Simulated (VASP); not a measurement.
# MgO (rocksalt type) (Fm-3m) in VASP: further runs, part 2 of 3

VASP 6.6.1. The steps go on from the part before.

### Step 3. Single point, PBEsol (volume scaled by 0.55)

INCAR reads:

```
SYSTEM = MgO
  PREC = Accurate
  ENCUT = 520
  EDIFF = 1E-6
  ISMEAR = -1
  SIGMA = 0.05
  LREAL = .FALSE.
  LASPH = .TRUE.
  NELM = 100
  ALGO = Normal
  ISIF = 2
  LWAVE = .FALSE.
  LCHARG = .FALSE.
  GGA = PS
  NBANDS = 11
```

KPOINTS reads:

```
regular mesh
0
G
  15 15 15
  0 0 0
```

POSCAR reads:

```
MgO
1.0
    0.0000000000      1.7264148454      1.7264148454
    1.7264148454      0.0000000000      1.7264148454
    1.7264148454      1.7264148454      0.0000000000
Mg O
1 1
Direct
    0.0000000000      0.0000000000      0.0000000000
    0.5000000000      0.5000000000      0.5000000000
```

Potentials or basis: VASP PAW PBE potentials, release 64 (Mg, O).

Launch:

```bash
$ cat potpaw_PBE.64/Mg/POTCAR potpaw_PBE.64/O/POTCAR > POTCAR
$ mpirun -np 1 vasp_std > vasp.out
```

OUTCAR:

```text
SYSTEM = MgO
   PREC = Accurate
   ENCUT = 520
   EDIFF = 1E-6
   ISMEAR = -1
   LREAL = .FALSE.
   LASPH = .TRUE.
   NELM = 100
   ISIF = 2
   GGA = PS

 ion  position               nearest neighbor table
   1  0.000  0.000  0.000-   2 1.73   2 1.73   2 1.73   2 1.73   2 1.73   2 1.73
   2  0.500  0.500  0.500-   1 1.73   1 1.73   1 1.73   1 1.73   1 1.73   1 1.73

  LATTYP: Found a face centered cubic cell.
 ALAT       =     3.4528296908

  Lattice vectors:

 A1 = (   0.0000000000,   1.7264148454,   1.7264148454)
 A2 = (   1.7264148454,   0.0000000000,   1.7264148454)
 A3 = (   1.7264148454,   1.7264148454,   0.0000000000)

Analysis of symmetry for initial positions (statically):
=====================================================================
 Subroutine PRICEL returns:
 Original cell was already a primitive cell.

 Routine SETGRP: Setting up the symmetry group for a
 face centered cubic supercell.

 Subroutine GETGRP returns: Found 48 space group operations
 (whereof 48 operations were pure point group operations)
 out of a pool of 48 trial point group operations.

The static configuration has the point symmetry O_h .

Analysis of symmetry for dynamics (positions and initial velocities):
=====================================================================
 Subroutine PRICEL returns:
 Original cell was already a primitive cell.

 Routine SETGRP: Setting up the symmetry group for a
 face centered cubic supercell.

 Subroutine GETGRP returns: Found 48 space group operations
 (whereof 48 operations were pure point group operations)
 out of a pool of 48 trial point group operations.

The dynamic configuration has the point symmetry O_h .

 Subroutine INISYM returns: Found 48 space group operations
 (whereof 48 operations are pure point group operations),
 and found     1 'primitive' translations

----------------------------------------------------------------------------------------
[... 113 lines left out ...]
     AMIX_MAG =   1.60;   BMIX_MAG =  1.00
  volume/ion in A,a.u.               =       5.15        34.72
  Fermi-wavevector in a.u.,A,eV,Ry     =   1.505277  2.844560 30.828868  2.265858
  Thomas-Fermi vector in A             =   2.616147
   LORBIT       =      0    0 simple, 1 ext, 2 COOP (PROOUT), +10 PAW based schemes
   GGA     = PS    functional components
   LHFCALC =     F    Hartree Fock is set to
   AEXX    =    0.0000 exact exchange contribution
   IVDW    =     0    specifies the selected vdW correction
   LEPSILON=     F    determine dielectric tensor
   LRPA    =     F    only Hartree local field effects (RPA)
 non-spin polarized calculation
  energy-cutoff  :      520.00
  volume of cell :       10.29
 maximum number of plane-waves:       291
   NGX =  9   NGY =  9   NGZ =  9

 number of electron       8.0000002 magnetization

 Free energy of the ion-electron system (eV)
  ---------------------------------------------------
  ext. energy  EPLUGINS =         0.00000000
  ---------------------------------------------------
  free energy    TOTEN  =        -7.31039331 eV

  energy without entropy =       -7.31039331  energy(sigma->0) =       -7.31039331

 E-fermi :  10.3393     XC(G=0): -14.5372

 val. band max:        9.3464796822   @ k =   0.0000   0.0000   0.0000
 cond. band min:      18.0236728782   @ k =   0.4667   0.4667   0.0000
 fundamental gap:      8.6771931960
 Fermi energy:        10.3393177052

 k-point     1 :       0.0000    0.0000    0.0000
  band No.  band energies     occupation
      1     -12.0964      2.00000
      2       9.3465      2.00000
      3       9.3465      2.00000
      4       9.3465      2.00000
      5      22.3050      0.00000
      6      27.9802      0.00000
      7      27.9802      0.00000
      8      27.9802      0.00000
      9      33.7330      0.00000
     10      36.5624      0.00000
     11      36.5624      0.00000
[... 309 lines left out ...]
 k-point    24 :       0.2000    0.1333    0.0000
  band No.  band energies     occupation
      1     -11.1294      2.00000
      2       6.7798      2.00000
      3       8.5106      2.00000
      4       8.5463      2.00000
      5      23.4278      0.00000
      6      24.1814      0.00000
      7      30.6338      0.00000
      8      30.7306      0.00000
      9      34.9307      0.00000
     10      37.8036      0.00000
     11      41.5696      0.00000

 [... further k-points ...]
[... 5 lines left out ...]
  --------------------------------------------------------------------------------------
  -------------------------------------------------------------------------------------
  Total       21.5227019     21.5227019     21.5227019      0.0000000     -0.0000000      0.0000000
  in kB     3350.7489563   3350.7489563   3350.7489563      0.0000000     -0.0000000      0.0000000
  external PRESSURE =    3350.7489563 kB  Pullay stress =       0.0000000 kB

 VOLUME and BASIS-vectors are now :
 -----------------------------------------------------------------------------
  energy-cutoff  :      520.00
  volume of cell :       10.29
      direct lattice vectors                 reciprocal lattice vectors
     0.000000000  1.726414845  1.726414845    -0.289617528  0.289617528  0.289617528
     1.726414845  0.000000000  1.726414845     0.289617528 -0.289617528  0.289617528
     1.726414845  1.726414845  0.000000000     0.289617528  0.289617528 -0.289617528

 POSITION                                       TOTAL-FORCE (eV/Angst)
 -----------------------------------------------------------------------------------
      0.00000      0.00000      0.00000         0.000000      0.000000     -0.000000
      1.72641      1.72641      1.72641        -0.000000     -0.000000      0.000000
 -----------------------------------------------------------------------------------
    total drift:                               -0.000000     -0.000000     -0.000000

  FREE ENERGIE OF THE ION-ELECTRON SYSTEM (eV)
  ---------------------------------------------------
  free  energy   TOTEN  =        -7.3103933074 eV

  energy  without entropy=       -7.3103933074  energy(sigma->0) =       -7.31039331
```

OSZICAR:

```text
N       E                     dE             d eps       ncg     rms          rms(c)
DAV:   1     0.187834480001E+02    0.18783E+02   -0.53674E+03  3096   0.698E+02
DAV:   2    -0.936553235435E+01   -0.28149E+02   -0.27857E+02  3176   0.159E+02
DAV:   3    -0.970399555275E+01   -0.33846E+00   -0.33831E+00  3117   0.144E+01
DAV:   4    -0.970442411302E+01   -0.42856E-03   -0.42855E-03  3042   0.589E-01
DAV:   5    -0.970442477251E+01   -0.65948E-06   -0.65939E-06  3129   0.214E-02    0.892E+00
DAV:   6    -0.749009301714E+01    0.22143E+01   -0.68485E+00  2739   0.180E+01    0.229E+00
DAV:   7    -0.734563142187E+01    0.14446E+00   -0.31908E-01  3000   0.413E+00    0.132E+00
DAV:   8    -0.731067020058E+01    0.34961E-01   -0.12013E-02  2901   0.120E+00    0.104E-01
DAV:   9    -0.731044820553E+01    0.22200E-03   -0.52913E-04  3063   0.156E-01    0.440E-02
DAV:  10    -0.731039657755E+01    0.51628E-04   -0.63670E-05  2946   0.655E-02    0.147E-02
DAV:  11    -0.731039320227E+01    0.33753E-05   -0.65200E-06  2997   0.193E-02    0.168E-03
DAV:  12    -0.731039330742E+01   -0.10515E-06   -0.13091E-07  1635   0.327E-03
   1 F= -.73103933E+01 E0= -.73103933E+01  d E =-.102069E-10
```

It took 19 s on 1 thread of Intel Xeon 8259CL, shared host; peak memory 0.13 GiB.

Results:

```yaml
Free_energy: -7.3104 eV
Pressure: 335.1 GPa
Band_gap_on_the_k_mesh: 8.68 eV, indirect (least direct gap 11.01 eV)
```

Levels at points of the mesh, in eV from the valence-band top:
| k point | band 1 | band 2 | band 3 | band 4 | band 5 | band 6 | band 7 | band 8 | band 9 |
| --- | --- | --- | --- | --- | --- | --- | --- | --- | --- |
| (0.00, 0.00, 0.00) | -21.44 | 0.00 | 0.00 | 0.00 | 12.96 | 18.63 | 18.63 | 18.63 | 24.39 |

Caveat: the PAW data sets were made with another functional, which shifts forces and pressure a little. A k mesh can miss the band edges.

### Step 4. Single point, PBEsol (volume scaled by 0.55, partial waves polarizable)

INCAR reads:

```
PREC = Accurate
ENCUT = 520
EDIFF = 1E-6
ISMEAR = -1
SIGMA = 0.05
LREAL = F
LASPH = T
NELM = 100
ALGO = Normal
ISIF = 2
LWAVE = F
LCHARG = F
GGA = PS
NBANDS = 11
```

KPOINTS reads:

```
Automatic mesh
0
Gamma
  15 15 15
```

POSCAR is that of step 3.

Launch:

```bash
$ cat potpaw_PBE.64/Mg/POTCAR potpaw_PBE.64/O/POTCAR > POTCAR
$ mpirun -np 1 vasp_std > vasp.out
```

It took 19 s on 1 thread of Intel Xeon 8259CL, shared host; peak memory 0.13 GiB.

The run converged. Its results:

| Quantity | Value |
| --- | --- |
| Free energy | -7.3104 eV |
| Pressure | 335.1 GPa |
| Band gap on the k mesh | 8.68 eV, indirect (least direct gap 11.01 eV) |

Levels at points of the mesh, in eV from the valence-band top:
| k point | band 1 | band 2 | band 3 | band 4 | band 5 | band 6 | band 7 | band 8 |
| --- | --- | --- | --- | --- | --- | --- | --- | --- |
| (0.00, 0.00, 0.00) | -21.44 | 0.00 | 0.00 | 0.00 | 12.96 | 18.63 | 18.63 | 18.63 |

Caveat: the PAW data sets were made with another functional, which shifts forces and pressure a little.

### Step 5. Single point, PBEsol (volume scaled by 0.64)

INCAR reads:

```
PREC = Accurate ; ENCUT = 520
EDIFF = 1E-6 ; ISMEAR = -1
SIGMA = 0.05 ; LREAL = F
LASPH = T ; NELM = 80
ALGO = Normal ; ISIF = 2
LWAVE = F ; LCHARG = F
GGA = PS ; NBANDS = 11
```

KPOINTS reads:

```
regular mesh
0
Gamma
  15 15 15
```

POSCAR reads:

```
MgO
1.0
    0.0000000000      1.8158679218      1.8158679218
    1.8158679218      0.0000000000      1.8158679218
    1.8158679218      1.8158679218      0.0000000000
Mg O
1 1
Direct
    0.0000000000      0.0000000000      0.0000000000
    0.5000000000      0.5000000000      0.5000000000
```

Potentials or basis: VASP PAW PBE potentials, release 64 (Mg, O).

Launch:

```bash
$ cat potpaw_PBE.64/Mg/POTCAR potpaw_PBE.64/O/POTCAR > POTCAR
$ mpirun -np 1 vasp_std > vasp.out
```

OUTCAR:

```text
PREC = Accurate
   ENCUT = 520
   EDIFF = 1E-6
   ISMEAR = -1
   LREAL = F
   LASPH = T
   NELM = 80
   ISIF = 2
   GGA = PS

 ion  position               nearest neighbor table
   1  0.000  0.000  0.000-   2 1.82   2 1.82   2 1.82   2 1.82   2 1.82   2 1.82
   2  0.500  0.500  0.500-   1 1.82   1 1.82   1 1.82   1 1.82   1 1.82   1 1.82

  LATTYP: Found a face centered cubic cell.
 ALAT       =     3.6317358436

  Lattice vectors:

 A1 = (   0.0000000000,   1.8158679218,   1.8158679218)
[... 511 lines left out ...]
      5      19.5592      0.00000
      6      21.2437      0.00000
      7      27.4338      0.00000
      8      27.5217      0.00000
      9      30.7358      0.00000
     10      34.0936      0.00000
     11      37.5050      0.00000

 [... further k-points ...]
[... 5 lines left out ...]
  --------------------------------------------------------------------------------------
  -------------------------------------------------------------------------------------
  Total       13.5214310     13.5214310     13.5214310      0.0000000     -0.0000000      0.0000000
  in kB     1809.0495887   1809.0495887   1809.0495887      0.0000000     -0.0000000      0.0000000
  external PRESSURE =    1809.0495887 kB  Pullay stress =       0.0000000 kB

 VOLUME and BASIS-vectors are now :
 -----------------------------------------------------------------------------
  energy-cutoff  :      520.00
  volume of cell :       11.98
      direct lattice vectors                 reciprocal lattice vectors
     0.000000000  1.815867922  1.815867922    -0.275350423  0.275350423  0.275350423
     1.815867922  0.000000000  1.815867922     0.275350423 -0.275350423  0.275350423
     1.815867922  1.815867922  0.000000000     0.275350423  0.275350423 -0.275350423

 POSITION                                       TOTAL-FORCE (eV/Angst)
 -----------------------------------------------------------------------------------
      0.00000      0.00000      0.00000         0.000000     -0.000000      0.000000
      1.81587      1.81587      1.81587        -0.000000      0.000000     -0.000000
 -----------------------------------------------------------------------------------
    total drift:                                0.000000      0.000000      0.000000

  FREE ENERGIE OF THE ION-ELECTRON SYSTEM (eV)
  ---------------------------------------------------
  free  energy   TOTEN  =        -9.9425527283 eV

  energy  without entropy=       -9.9425527283  energy(sigma->0) =       -9.94255273
```

stdout:

```text
POSCAR found type information on POSCAR MgO
 POSCAR found :  2 types and       2 ions
 scaLAPACK will be used
 -----------------------------------------------------------------------------
|                                                                             |
|                                                                             |
|     You enforced a specific xc type in the INCAR file but a different       |
|     I HOPE YOU KNOW WHAT YOU ARE DOING!                                     |
|                                                                             |
 -----------------------------------------------------------------------------

 LDA part: xc-table for (Slater+PW92), standard interpolation
 POSCAR, INCAR and KPOINTS ok, starting setup
 FFT: planning ... GRIDC
 FFT: planning ... GRID_SOFT
 FFT: planning ... GRID
 WAVECAR not read
 entering main loop
```

It took 25 s on 1 thread of Intel Xeon 8259CL, shared host; peak memory 0.14 GiB.

Results:

```
Free energy            : -9.9426 eV
Pressure               : 180.9 GPa
Band gap on the k mesh : 8.96 eV, indirect (least direct gap 10.30 eV)
```

Levels at points of the mesh, in eV from the valence-band top:
| k point | band 1 | band 2 | band 3 | band 4 | band 5 | band 6 | band 7 | band 8 |
| --- | --- | --- | --- | --- | --- | --- | --- | --- |
| (0.00, 0.00, 0.00) | -20.16 | 0.00 | 0.00 | 0.00 | 10.30 | 17.95 | 17.95 | 17.95 |

Caveat: the PAW data sets were made with another functional, which shifts forces and pressure a little. A k mesh can miss the band edges.

[end of part 2 of 3]
